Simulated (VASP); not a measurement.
Set up this calculation in VASP 6.6.1, as the native input.

```yaml
Task: single point
Functional: PBEsol
Potentials_or_basis: VASP PAW PBE potentials, release 64 (Cu)
Cutoff: 520 eV
k_mesh: 13 × 13 × 13
Occupations: fermi-dirac, width 0.05 eV
Spin: no spin polarisation
Dipole_correction: no
Further_INCAR_settings: ALGO = Normal; EDIFF = 1e-06; NBANDS = 12
```

The structure of Cu lies in POSCAR:

```
Cu
1.0
   -1.4384044949      1.4384044949      1.3727271360
    1.4384044949     -1.4384044949      1.3727271360
    1.4384044949      1.4384044949     -1.3727271360
Cu
1
Direct
    0.0000000000      0.0000000000      0.0000000000
```

These files were run (other wordings do the same):

INCAR

```
PREC = Accurate
ENCUT = 520
EDIFF = 1E-6
ISMEAR = -1
SIGMA = 0.05
LREAL = False
LASPH = True
NELM = 60
ALGO = Normal
ISIF = 2
LWAVE = False
LCHARG = False
GGA = PS
NBANDS = 12
```

KPOINTS

```
regular mesh
0
Gamma
  13 13 13
```

Potentials or basis: VASP PAW PBE potentials, release 64 (Cu).

The run is started by

```console
$ cat potpaw_PBE.64/Cu/POTCAR > POTCAR
$ mpirun -np 1 vasp_std > vasp.out
```

Results of the run:

The pressure is 0.7 GPa.

Caveat: the PAW data sets were made with another functional, which shifts forces and pressure a little.

It took 12 s on 1 thread of Intel(R) Xeon(R) Platinum 8488C (Sapphire Rapids), with other jobs on the host, peak memory 0.14 GiB.
